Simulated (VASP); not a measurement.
# CaSiH6 (R-3) in VASP: a series of runs

Aim: see how the results for CaSiH6 move with the level of theory and the settings. Levels: r2SCAN+rVV10, PBEsol. Tasks: single point, relaxation of cell and atoms.

All numbers are computed with VASP 6.6.1; they aren't measurements. Logs are shortened: lines on timing, memory, paths and dates and some standing lists are left out, and cuts for length are marked.

### Step 1. The cell of the first run

The structure is trigonal, space group R-3 (No. 148). Conventional cell: a = 4.497 Å, b = 4.497 Å, c = 12.505 Å, α = 90.00°, β = 90.00°, γ = 120.00°. Ca (site symmetry -3) has 12 H at 2.24 to 2.85 Å within 3.0 Å. Within 2.1 Å of Si (site symmetry -3) lie 6 H at 1.58 Å. Within 2.1 Å of H (site symmetry 1) lie 1 Si at 1.58 Å.

### Step 2. Single point, r2SCAN+rVV10

POSCAR

```
CaSiH6
1.0
    2.2485954898      1.2982272098      4.1681933659
   -2.2485954898      1.2982272098      4.1681933659
    0.0000000000     -2.5964544242      4.1681933644
Ca Si H
1 1 6
Direct
    0.5000000000      0.5000000000      0.5000000000
    0.0000000000      0.0000000000      0.0000000000
    0.6063659404      1.0107156254      0.1638444136
    1.0107156254      0.1638444136      0.6063659404
    0.8361555864      0.3936340596     -0.0107156254
   -0.0107156254      0.8361555864      0.3936340596
    0.3936340596     -0.0107156254      0.8361555864
    0.1638444136      0.6063659404      1.0107156254
```

INCAR.step1

```
PREC = Accurate
ENCUT = 520
ISMEAR = -1
SIGMA = 0.03
LREAL = False
LASPH = True
NELM = 100
NBANDS = 20
GGA = PE
ALGO = Normal
EDIFF = 1E-4
LWAVE = True
LCHARG = False
```

INCAR.step2

```
PREC = Accurate
ENCUT = 520
EDIFF = 1E-7
ISMEAR = -1
SIGMA = 0.03
LREAL = False
LASPH = True
NELM = 100
ALGO = Normal
ISIF = 2
LWAVE = False
LCHARG = True
METAGGA = R2SCAN
LMIXTAU = True
LUSE_VDW = True
IVDW_NL = 2
BPARAM = 11.95
CPARAM = 0.0093
LELF = True
LVHAR = True
NBANDS = 20
ISTART = 1
```

KPOINTS

```
regular mesh
0
Gamma
  8 8 8
```

Potentials or basis: VASP PAW PBE potentials, release 64 (Ca_sv, Si, H).

On the command line:

```
> cat potpaw_PBE.64/Ca_sv/POTCAR potpaw_PBE.64/Si/POTCAR potpaw_PBE.64/H/POTCAR > POTCAR
> cp INCAR.step1 INCAR
> mpirun -np 1 vasp_std > vasp.out
> cp INCAR.step2 INCAR
> mpirun -np 1 vasp_std > vasp.out
```

OUTCAR:

```text
PREC = Accurate
   ENCUT = 520
   EDIFF = 1E-7
   ISMEAR = -1
   LREAL = False
   LASPH = True
   NELM = 100
   ISIF = 2
   METAGGA = R2SCAN
   IVDW_NL = 2
   BPARAM = 11.95
   ISTART = 1

 ion  position               nearest neighbor table
   1  0.500  0.500  0.500-
   2  0.000  0.000  0.000-   4 1.58   6 1.58   5 1.58   8 1.58   7 1.58   3 1.58
   3  0.606  0.011  0.164-   2 1.58
   4  0.011  0.164  0.606-   2 1.58
   5  0.836  0.394  0.989-   2 1.58
   6  0.989  0.836  0.394-   2 1.58
   7  0.394  0.989  0.836-   2 1.58
   8  0.164  0.606  0.011-   2 1.58

  LATTYP: Found a trigonal (rhomboedric) cell.
 ALAT       =     4.9107444955
 COS(alpha) =     0.5806680158

  Lattice vectors:

 A1 = (   2.2485954898,   1.2982272098,   4.1681933659)
 A2 = (  -2.2485954898,   1.2982272098,   4.1681933659)
 A3 = (   0.0000000000,  -2.5964544242,   4.1681933644)

Analysis of symmetry for initial positions (statically):
=====================================================================
 Subroutine PRICEL returns:
 Original cell was already a primitive cell.

 Routine SETGRP: Setting up the symmetry group for a
 trigonal (rhombohedral) supercell.

 Subroutine GETGRP returns: Found  6 space group operations
 (whereof  6 operations were pure point group operations)
 out of a pool of 12 trial point group operations.

The static configuration has the point symmetry S_6 .

Analysis of symmetry for dynamics (positions and initial velocities):
=====================================================================
 Subroutine PRICEL returns:
 Original cell was already a primitive cell.

 Routine SETGRP: Setting up the symmetry group for a
 trigonal (rhombohedral) supercell.

 Subroutine GETGRP returns: Found  6 space group operations
 (whereof  6 operations were pure point group operations)
 out of a pool of 12 trial point group operations.

The dynamic configuration has the point symmetry S_6 .

 Subroutine INISYM returns: Found  6 space group operations
 (whereof  6 operations are pure point group operations),
 and found     1 'primitive' translations

----------------------------------------------------------------------------------------

                                     Primitive cell

  volume of cell :      73.0064

  direct lattice vectors                    reciprocal lattice vectors
     2.248595490  1.298227210  4.168193366     0.222361026  0.128380198  0.079970698
    -2.248595490  1.298227210  4.168193366    -0.222361026  0.128380198  0.079970698
     0.000000000 -2.596454424  4.168193364     0.000000000 -0.256760396  0.079970698

  length of vectors
     4.910744496  4.910744496  4.910744495     0.268926038  0.268926038  0.268926038

  position of ions in fractional coordinates (direct lattice)
     0.500000000  0.500000000  0.500000000
     0.000000000  0.000000000  0.000000000
     0.606365940  0.010715625  0.163844414
     0.010715625  0.163844414  0.606365940
     0.836155586  0.393634060  0.989284375
     0.989284375  0.836155586  0.393634060
     0.393634060  0.989284375  0.836155586
     0.163844414  0.606365940  0.010715625

  ion indices of the primitive-cell ions
   primitive index   ion index
                 1           1
                 2           2
                 3           3
                 4           4
                 5           5
                 6           6
                 7           7
                 8           8

----------------------------------------------------------------------------------------

 KPOINTS: regular mesh

Automatic generation of k-mesh.
 Grid dimensions read from file:
 generate k-points for:    8    8    8

 Generating k-lattice:

  Cartesian coordinates                     Fractional coordinates (reciprocal lattice)
     0.027795128  0.016047525  0.009996337     0.125000000  0.000000000  0.000000000
    -0.027795128  0.016047525  0.009996337     0.000000000  0.125000000  0.000000000
     0.000000000 -0.032095050  0.009996337    -0.000000000 -0.000000000  0.125000000

  Length of vectors
     0.033615755  0.033615755  0.033615755

  Shift w.r.t. Gamma in fractional coordinates (k-lattice)
     0.000000000  0.000000000  0.000000000

 Subroutine IBZKPT returns following result:
 ===========================================

 Found     90 irreducible k-points:

 Following reciprocal coordinates:
            Coordinates               Weight
  0.000000  0.000000  0.000000      1.000000
  0.125000  0.000000  0.000000      6.000000
  0.250000  0.000000  0.000000      6.000000
  0.375000  0.000000 -0.000000      6.000000
  0.500000  0.000000  0.000000      3.000000
  0.125000  0.125000  0.000000      6.000000
[... 16 lines left out ...]
 -0.375000  0.250000 -0.000000      6.000000
  0.375000  0.000000 -0.250000      6.000000
 [... further k-points ...]
   k-points           NKPTS =     90   k-points in BZ     NKDIM =     90   number of bands    NBANDS=     20
   number of dos      NEDOS =    301   number of ions     NIONS =      8
   total plane-waves  NPLWV =  64000
   dimension x,y,z NGX =    40 NGY =   40 NGZ =   40
   dimension x,y,z NGXF=    80 NGYF=   80 NGZF=   80
   ions per type =               1   1   6
   NGX,Y,Z   is equivalent  to a cutoff of  13.54, 13.54, 13.54 a.u.
   NGXF,Y,Z  is equivalent  to a cutoff of  27.08, 27.08, 27.08 a.u.
 SYSTEM =  unknown system
   PREC   = accura    normal or accurate (medium, high low for compatibility)
   ISTART =      1    job   : 0-new  1-cont  2-samecut
   ICHARG =      0    charge: 1-file 2-atom 10-const
   ISPIN  =      1    spin polarized calculation?
   LNONCOLLINEAR =      F non collinear calculations
   LSORBIT =      F    spin-orbit coupling
   LASPH  =      T    aspherical Exc in radial PAW
   ENCUT  =  520.0 eV  38.22 Ry    6.18 a.u.   9.13  9.13  9.13*2*pi/ulx,y,z
   NELM   =    100;   NELMIN=  2; NELMDL=  0     # of ELM steps
   EDIFF  = 0.1E-06   stopping-criterion for ELM
   LREAL  =      F    real-space projection
   EDIFFG = 0.1E-05   stopping-criterion for IOM
   NSW    =      0    number of steps for IOM
   IBRION =     -1    ionic relax: 0-MD 1-quasi-New 2-CG
   NFREE  =      0    steps in history (QN), initial steepest desc. (CG)
   ISIF   =      2    stress and relaxation
   ISYM   =      2    0-nonsym 1-usesym 2-fastsym
   POTIM  = 0.5000    time-step for ionic-motion
   TEBEG  =    0.0;   TEEND  =   0.0 temperature during run
   PSTRESS=    0.0 pullay stress
   NELECT =      20.0000    total number of electrons
   NUPDOWN=      -1.0000    fix difference up-down
   EMIN   =  10.00;   EMAX   =-10.00  energy-range for DOS
   EFERMI =   0.00;   METHOD = LEGACY
   ISMEAR =    -1;   SIGMA  =   0.03  broadening in eV -4-tet -1-fermi 0-gaus
   EFERMI_NEDOS =   21; number of points for ismear=-14 and -15
   IALGO  =     38    algorithm
   IMIX   =      4    mixing-type and parameters
     AMIX     =   0.40;   BMIX     =  1.00
     AMIX_MAG =   1.60;   BMIX_MAG =  1.00
  volume/ion in A,a.u.               =       9.13        61.58
  Fermi-wavevector in a.u.,A,eV,Ry     =   1.063240  2.009231 15.381091  1.130478
  Thomas-Fermi vector in A             =   2.198718
   LORBIT       =      0    0 simple, 1 ext, 2 COOP (PROOUT), +10 PAW based schemes
   METAGGA = R2SCAN    functional components
   LHFCALC =     F    Hartree Fock is set to
   AEXX    =    0.0000 exact exchange contribution
   IVDW_NL    =     2    kernel type
   BPARAM     =11.9500
   IVDW    =     0    specifies the selected vdW correction
   LEPSILON=     F    determine dielectric tensor
   LRPA    =     F    only Hartree local field effects (RPA)
 non-spin polarized calculation
  energy-cutoff  :      520.00
  volume of cell :       73.01
 maximum number of plane-waves:      1996
 NGX is ok and might be reduce to    40
   NGX = 19   NGY = 19   NGZ = 19

 number of electron      20.0000000 magnetization

 Free energy of the ion-electron system (eV)
  ---------------------------------------------------
  ext. energy  EPLUGINS =         0.00000000
  ---------------------------------------------------
  free energy    TOTEN  =       -37.53808173 eV

  energy without entropy =      -37.53808173  energy(sigma->0) =      -37.53808173

 E-fermi :   2.1448     XC(G=0):  -9.3745

 val. band max:        1.5433011263   @ k =   0.5000   0.5000   0.5000
 cond. band min:       3.7284776057   @ k =   0.0000   0.0000   0.0000
 fundamental gap:      2.1851764793
 Fermi energy:         2.1447523412

 k-point     1 :       0.0000    0.0000    0.0000
  band No.  band energies     occupation
      1     -40.2687      2.00000
      2     -20.4448      2.00000
      3     -20.3764      2.00000
      4     -20.3764      2.00000
      5      -8.9082      2.00000
      6      -2.4450      2.00000
[... 12 lines left out ...]
     19      10.2550      0.00000
     20      10.7790      0.00000

 k-point     2 :       0.1250    0.0000    0.0000
  band No.  band energies     occupation
      1     -40.2685      2.00000
      2     -20.4446      2.00000
      3     -20.3827      2.00000
      4     -20.3776      2.00000
      5      -8.7889      2.00000
      6      -2.4971      2.00000
[... 12 lines left out ...]
     19      10.4264      0.00000
     20      10.8356      0.00000
[... 465 lines left out ...]
      3     -20.4111      2.00000
      4     -20.3973      2.00000
      5      -7.7525      2.00000
      6      -3.9180      2.00000
[... 12 lines left out ...]
     19      11.1547      0.00000
     20      11.7349      0.00000

 k-point    24 :       0.3750    0.0000   -0.2500
  band No.  band energies     occupation
      1     -40.2667      2.00000
      2     -20.4451      2.00000
      3     -20.4110      2.00000
      4     -20.3974      2.00000
      5      -7.7538      2.00000
      6      -3.9745      2.00000
[... 12 lines left out ...]
     19      11.5006      0.00000
     20      11.9131      0.00000

 [... further k-points ...]

------------------------ aborting loop because EDIFF is reached ----------------------------------------

  FORCE on cell =-STRESS in cart. coord.  units (eV):
  Direction    XX          YY          ZZ          XY          YZ          ZX
  --------------------------------------------------------------------------------------
  -------------------------------------------------------------------------------------
  Total       -0.0338277     -0.0338277     -0.0548760      0.0000011      0.0000000     -0.0000000
  in kB       -0.7423716     -0.7423716     -1.2042919      0.0000250      0.0000000     -0.0000000
  external PRESSURE =      -0.8963450 kB  Pullay stress =       0.0000000 kB

 VOLUME and BASIS-vectors are now :
 -----------------------------------------------------------------------------
  energy-cutoff  :      520.00
  volume of cell :       73.01
      direct lattice vectors                 reciprocal lattice vectors
     2.248595490  1.298227210  4.168193366     0.222361026  0.128380198  0.079970698
    -2.248595490  1.298227210  4.168193366    -0.222361026  0.128380198  0.079970698
     0.000000000 -2.596454424  4.168193364     0.000000000 -0.256760396  0.079970698

 POSITION                                       TOTAL-FORCE (eV/Angst)
 -----------------------------------------------------------------------------------
      0.00000     -0.00000      6.25229        -0.000000      0.000000      0.000000
      0.00000      0.00000      0.00000        -0.000000      0.000000      0.000000
      1.33938      0.37570      3.25505         0.000857      0.015875      0.012831
     -0.34432     -1.34778      3.25505         0.013320     -0.008680      0.012831
      0.99505     -0.97209      9.24953         0.014177      0.007195     -0.012831
      0.34432      1.34778      9.24953        -0.013320      0.008680     -0.012831
     -1.33938     -0.37570      9.24953        -0.000857     -0.015875     -0.012831
     -0.99505      0.97209      3.25505        -0.014177     -0.007195      0.012831
 -----------------------------------------------------------------------------------
    total drift:                               -0.000000      0.000000      0.000000

  FREE ENERGIE OF THE ION-ELECTRON SYSTEM (eV)
  ---------------------------------------------------
  free  energy   TOTEN  =       -37.5380817262 eV

  energy  without entropy=      -37.5380817262  energy(sigma->0) =      -37.53808173
```

Run time: 16 min. Hardware: 1 thread of Oxide Virtual Turin-like, shared host; peak memory 0.54 GiB.

Results:

- Free energy: -37.5381 eV
- Pressure: -0.1 GPa
- Largest force: 0.020 eV/Å
- Band gap on the k mesh: 2.19 eV (least direct gap 3.74 eV)

Forces in eV/Å, atoms in the order of the input:
```
Ca   0.000  0.000  0.000
Si   0.000  0.000  0.000
H    0.001  0.016  0.013
H    0.013 -0.009  0.013
H    0.014  0.007 -0.013
H   -0.013  0.009 -0.013
H   -0.001 -0.016 -0.013
H   -0.014 -0.007  0.013
```

Levels at points of the mesh, in eV from the valence-band top:
| k point | band 6 | band 7 | band 8 | band 9 | band 10 | band 11 | band 12 | band 13 | band 14 | band 15 |
| --- | --- | --- | --- | --- | --- | --- | --- | --- | --- | --- |
| (0.00, 0.00, 0.00) | -3.99 | -3.15 | -3.15 | -1.59 | -1.59 | 2.19 | 3.72 | 3.90 | 3.90 | 6.26 |
| (0.50, 0.00, 0.00) | -5.91 | -4.26 | -3.85 | -1.73 | -0.75 | 3.81 | 5.19 | 5.23 | 5.32 | 6.03 |
| (0.50, 0.50, 0.00) | -5.63 | -4.14 | -4.09 | -2.66 | -0.41 | 3.57 | 4.87 | 5.51 | 5.73 | 6.23 |
| (0.50, 0.50, 0.50) | -6.19 | -3.96 | -3.96 | 0.00 | 0.00 | 3.74 | 4.46 | 4.46 | 4.90 | 6.23 |

Caveat: the PAW data sets were made with another functional, which shifts forces and pressure a little. A k mesh can miss the band edges.

### Step 3. Relaxation of cell and atoms, PBEsol

This run uses another cell than the first one, of 13.00 Å³/atom.

INCAR

```
PREC     = Accurate       # precision mode
ENCUT    = 600            # plane-wave cutoff, eV
EDIFF    = 1E-6           # SCF threshold, eV
ISMEAR   = -1             # smearing method
SIGMA    = 0.03           # smearing width, eV
LREAL    = F              # projectors in reciprocal space
LASPH    = T              # aspherical terms in the spheres
NELM     = 80             # most SCF steps
ALGO     = Normal         # electronic algorithm
ISIF     = 3              # what is computed and relaxed
LWAVE    = F              # write WAVECAR
LCHARG   = F              # write CHGCAR
GGA      = PS             # functional
IBRION   = 2              # ionic algorithm
NSW      = 100            # ionic steps
EDIFFG   = -0.01          # ionic threshold
```

KPOINTS

```
regular mesh
0
Gamma
  6 6 6
```

POSCAR

```
CaSiH6
1.0
    2.6017902700      1.5021443100      4.4334489100
   -2.6017902700      1.5021443100      4.4334489100
    0.0000000000     -3.0042886300      4.4334489100
Ca Si H
1 1 6
Direct
    0.5000000000      0.5000000000      0.5000000000
    0.0000000000      0.0000000000      0.0000000000
    0.6716176500      0.8424555800      0.2422443300
    0.8424555800      0.2422443300      0.6716176500
    0.7577556700      0.3283823500      0.1575444200
    0.1575444200      0.7577556700      0.3283823500
    0.3283823500      0.1575444200      0.7577556700
    0.2422443300      0.6716176500      0.8424555800
```

Potentials or basis: VASP PAW PBE potentials, release 64 (Ca_sv, Si, H).

On the command line:

```
> cat potpaw_PBE.64/Ca_sv/POTCAR potpaw_PBE.64/Si/POTCAR potpaw_PBE.64/H/POTCAR > POTCAR
> mpirun -np 1 vasp_std > vasp.out
```

Wall time 52 min (1 thread of Oxide Virtual Turin-like, shared host); peak memory 0.38 GiB.

The run converged. Its results:

```yaml
Free_energy: -28.8116 eV
Relaxed_volume: 8.87 Å³/atom
Relaxed_cell: a = 4.862 Å, b = 4.862 Å, c = 4.862 Å, α = 54.56°, β = 54.56°, γ = 54.56°
Space_group_after_relaxing_to_0.1_Å: R-3 (No. 148)
Energy_gained_by_relaxing: 366.9 meV/atom
Ionic_steps: 31
Pressure_after_relaxing: -0.1 GPa
Largest_force_after_relaxing: 0.009 eV/Å
Band_gap_on_the_k_mesh: 1.26 eV (least direct gap 2.77 eV)
```

Forces in eV/Å, atoms in the order of the input:
```
Ca   0.000  0.000  0.000
Si   0.000  0.000  0.000
H   -0.004 -0.005 -0.006
H   -0.002  0.006 -0.006
H   -0.006  0.001  0.006
H    0.002 -0.006  0.006
H    0.004  0.005  0.006
H    0.006 -0.001 -0.006
```

Stress tensor (GPa, compression positive):
```
-0.10  0.00  0.00
 0.00 -0.10  0.00
 0.00  0.00  0.02
```

Step by step:
| step | energy change (eV) | largest force (eV/Å) | pressure (GPa) | volume (Å³) |
| --- | --- | --- | --- | --- |
| 1 | 0.0000 | 2.7335 | -5.73 | 103.96 |
| 2 | -1.9030 | 1.5027 | -3.04 | 97.12 |
| 3 | -2.3805 | 0.3247 | 3.29 | 91.55 |
| 4 | -2.4005 | 0.2363 | 1.69 | 92.60 |
| 5 | -2.4014 | 0.1974 | 2.01 | 92.38 |
| 6 | -2.4334 | 0.1589 | 0.91 | 94.48 |
| 7 | -2.4510 | 0.1051 | -0.63 | 97.85 |
| 8 | -2.4579 | 0.1071 | -0.37 | 97.49 |
| 9 | -2.4616 | 0.2120 | 0.03 | 96.96 |
| 10 | -2.4655 | 0.2119 | 0.00 | 96.81 |
| 11 | -2.4774 | 0.2103 | -0.09 | 96.37 |
| 12 | -2.5023 | 0.2015 | -0.30 | 95.49 |
| 13 | -2.5546 | 0.1609 | -0.88 | 93.74 |
| 14 | -2.6523 | 0.0507 | -2.55 | 90.31 |
| 15 | -2.6430 | 0.6057 | -7.14 | 83.67 |
| 16 | -2.6967 | 0.1953 | -3.96 | 87.84 |
| 17 | -2.7027 | 0.3048 | -4.85 | 86.59 |
| 18 | -2.7061 | 0.3108 | -4.90 | 86.34 |
| 19 | -2.7156 | 0.3303 | -5.06 | 85.57 |
| 20 | -2.7308 | 0.3748 | -5.36 | 84.05 |
| 21 | -2.7422 | 0.4862 | -6.01 | 81.07 |
| 22 | -2.7721 | 0.4478 | -5.63 | 80.06 |
| 23 | -2.8468 | 0.3322 | -4.33 | 77.07 |
| 24 | -2.9226 | 0.1239 | -1.08 | 71.32 |
| 25 | -2.9248 | 0.1046 | -0.34 | 70.24 |
| 26 | -2.9247 | 0.1069 | -0.48 | 70.44 |
| 27 | -2.9271 | 0.0929 | -0.42 | 70.51 |
| 28 | -2.9324 | 0.0516 | -0.24 | 70.71 |
| 29 | -2.9341 | 0.0413 | 0.11 | 71.12 |
| 30 | -2.9349 | 0.0187 | -0.03 | 70.97 |
| 31 | -2.9350 | 0.0086 | -0.06 | 70.96 |

Final structure:
```xyz
8
Lattice="2.2284 1.2866 4.1250 -2.2284 1.2866 4.1250 0.0000 -2.5731 4.1250" Properties=species:S:1:pos:R:3 pbc="T T T"
Ca    0.0000    0.0000    6.1875
Si    0.0000    0.0000    0.0000
H     1.2716    0.3935    3.2029
H    -0.2950   -1.2980    3.2029
H     0.9765   -0.9045    9.1721
H     0.2950    1.2980    9.1721
H    -1.2716   -0.3935    9.1721
H    -0.9765    0.9045    3.2029
```

Levels at points of the mesh, in eV from the valence-band top:
```
           k point  band 8  band 9  band 10  band 11  band 12  band 13
(0.00, 0.00, 0.00)   -3.10   -1.78    -1.78     1.26     2.89     3.06
(0.50, 0.00, 0.00)   -3.87   -2.08    -0.89     2.96     4.39     4.43
(0.50, 0.50, 0.00)   -4.13   -3.09    -0.40     2.73     4.15     4.70
(0.50, 0.50, 0.50)   -4.00    0.00     0.00     2.77     3.65     3.65
```

Caveat: the volume moved by over 15 % at a fixed basis, so the end points are rough; the PAW data sets were made with another functional, which shifts forces and pressure a little. A k mesh can miss the band edges.
